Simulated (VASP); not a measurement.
Write the native input for VASP 6.6.1 that does the following.

```
Task                   : single point
Functional             : PBE
Potentials or basis    : VASP PAW PBE potentials, release 64 (Rh_pv)
Cutoff                 : 520 eV
k mesh                 : 22 × 22 × 22
Occupations            : methfessel-paxton, width 0.02 eV
Spin                   : no spin polarisation
Dipole correction      : no
Further INCAR settings : ALGO = Fast; EDIFF = 1e-07; NBANDS = 14
```

The structure of Rh lies in POSCAR:

```
Rh
1.0
    0.0000000000      1.9015500000      1.9205655000
    1.9015500000      0.0000000000      1.9205655000
    1.9015500000      1.9015500000      0.0000000000
Rh
1
Direct
    0.0000000000      0.0000000000      0.0000000000
```

This cell differs from its parent crystal: strain +0.0100 x Voigt [0, 0, 1, 0, 0, 0].

One way to write it, as run:

INCAR

```
SYSTEM = Rh
PREC = Accurate
ENCUT = 520
EDIFF = 1E-7
ISMEAR = 1
SIGMA = 0.02
LREAL = .FALSE.
LASPH = .TRUE.
NELM = 100
ALGO = Fast
ISIF = 2
LWAVE = .FALSE.
LCHARG = .FALSE.
GGA = PE
NBANDS = 14
```

KPOINTS

```
Automatic mesh
0
G
  22 22 22
  0 0 0
```

Potentials or basis: VASP PAW PBE potentials, release 64 (Rh_pv).

Command:

```console
$ cat potpaw_PBE.64/Rh_pv/POTCAR > POTCAR
$ mpirun -np 1 vasp_std > vasp.out
```

It gave:

```
Pressure : 2.9 GPa
```

Caveat: the cell differs from its parent crystal (strain +0.0100 x Voigt [0, 0, 1, 0, 0, 0]).

It took 2.4 min on 1 thread of Intel(R) Xeon(R) Platinum 8259CL CPU @ 2.50GHz (Skylake/Cascade Lake) (shared host), peak memory 0.25 GiB.
